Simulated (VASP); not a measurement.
Set up this calculation in VASP 6.6.1, as the native input.

| Quantity | Value |
| --- | --- |
| Task | single point |
| Functional | LDA |
| Potentials or basis | VASP PAW LDA potentials, release 64 (Pb_d, S) |
| Cutoff | 520 eV |
| k mesh | 8 × 8 × 8 |
| Occupations | fermi-dirac, width 0.06 eV |
| Spin | no spin polarisation |
| Dipole correction | no |
| Further INCAR settings | ALGO = Normal; EDIFF = 1e-06; NBANDS = 17 |

The structure of PbS lies in POSCAR:

```
PbS
1.0
    0.0000000000      3.0326290000      3.0326290000
    3.0326290000      0.0000000000      3.0326290000
    3.0326290000      3.0326290000      0.0000000000
Pb S
1 1
Direct
    0.0000000000      0.0000000000      0.0000000000
    0.5000000000      0.5000000000      0.5000000000
```

One way to write it, as run:

INCAR

```
ALGO = Normal
EDIFF = 1E-6
ENCUT = 520
GGA = CA
ISIF = 2
ISMEAR = -1
LASPH = T
LCHARG = F
LREAL = F
LWAVE = F
NBANDS = 17
NELM = 60
PREC = Accurate
SIGMA = 0.06
```

KPOINTS

```
k-points
0
Gamma
  8 8 8
```

Potentials or basis: VASP PAW LDA potentials, release 64 (Pb_d, S).

The run is started by

```sh
$ cat potpaw_LDA.64/Pb_d/POTCAR potpaw_LDA.64/S/POTCAR > POTCAR
$ mpirun -np 1 vasp_std > vasp.out
```

It gave:

```
Pressure               : -5.6 GPa
Band gap on the k mesh : 0.42 eV, direct
```

Caveat: spin-orbit coupling is left out, which moves the levels of the heavy elements.

Run time: 9.9 s on 1 thread of Intel(R) Xeon(R) Platinum 8488C (Sapphire Rapids), with other jobs on the host, peak memory 0.16 GiB.
